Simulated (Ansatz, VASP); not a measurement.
AlN in VASP and in Ansatz

```
CELL_PARAMETERS angstrom
-3.13024 0.00000 0.00000
0.00000 5.42173 0.00000
1.56512 -2.71087 -5.01798
ATOMIC_POSITIONS crystal
Al 0.99914 0.33247 0.99827
Al 0.49914 0.83247 0.99827
Al 0.24914 0.91580 0.49827
Al 0.74914 0.41580 0.49827
N 0.80836 0.14170 0.61673
N 0.30836 0.64170 0.61673
N 0.05836 0.72503 0.11673
N 0.55836 0.22503 0.11673
```

Alike in both runs: task single point; functional PBE; k mesh 8 × 8 × 8; occupations gaussian, width 0.05 eV; no spin polarisation.

|  | VASP | Ansatz |
| --- | --- | --- |
| version | VASP 6.6.1 | Ansatz 0.2.0 |
| potentials or method | VASP PAW PBE potentials, release 64 (Al, N), cutoff 520 eV | scalar-relativistic, plane waves, PAW |
| valence electrons in the cell | 32 | 32 |

VASP gave:

```
gap on the k mesh at the Fermi level (eV) : 4.04
least direct gap on the mesh (eV)         : 4.04
pressure (GPa)                            : -0.3
```

Which values does Ansatz return?

gap on the k mesh at the Fermi level (eV): 4.03; least direct gap on the mesh (eV): 4.03; pressure (GPa): 0.0.
